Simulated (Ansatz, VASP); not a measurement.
# One calculation of Mg, two programs

```
Mg
1.0
    -1.84763    1.84763    1.84763
     1.84763   -1.84763    1.84763
     1.84763    1.84763   -1.84763
Mg
1
Cartesian
  0.0000 0.0000 0.0000
```

Alike in both runs: task single point; functional PBE; k mesh 16 × 16 × 16; occupations gaussian, width 0.1 eV; no spin polarisation.

```csv
,VASP,Ansatz
version,VASP 6.6.1,Ansatz 0.2.0
potentials or method,"VASP PAW PBE potentials, release 64 (Mg), cutoff 520 eV","scalar-relativistic, plane waves, PAW"
valence electrons in the cell,2,10
```

|  | VASP | Ansatz | Ansatz less VASP |
| --- | --- | --- | --- |
| gap on the k mesh at the Fermi level (eV) | none | none | - |
| pressure (GPa) | -2.8 | -2.7 | +0.11 |

A gap of «none» marks a metal or a gap that the smearing closes. VASP's potentials hold 2 valence electrons a cell and Ansatz's 10, so a difference there can come from the potentials and not from the codes.
